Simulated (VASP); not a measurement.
Zr:

```
CELL_PARAMETERS angstrom
-1.83382 1.83382 1.83382
1.83382 -1.83382 1.83382
1.83382 1.83382 -1.83382
ATOMIC_POSITIONS crystal
Zr 0.00000 0.00000 0.00000
```

Base run:

| Item | Value |
| --- | --- |
| Program | VASP 6.6.1 |
| Functional | RPBE |
| Potentials or basis | VASP PAW PBE potentials, release 64 (Zr_sv) |
| Cutoff | 500 eV |
| k mesh | 10 × 10 × 10 |
| Occupations | fermi-dirac, width 0.05 eV |
| Spin | no spin polarisation |

Its results: band gap on the k mesh zero (band 6 reaches 9.28 eV, above the bottom of band 7 at 7.50 eV); pressure -4.0 GPa.

**Question.** The run is repeated on the same cell with these changes: functional from RPBE to r2SCAN; cutoff from 500 eV to 550 eV. What comes out?

**Answer.** Band gap on the k mesh zero (band 6 reaches 9.39 eV, above the bottom of band 7 at 7.40 eV); pressure -5.6 GPa.

Caveats: the PAW data sets were made with another functional, which shifts forces and pressure a little.
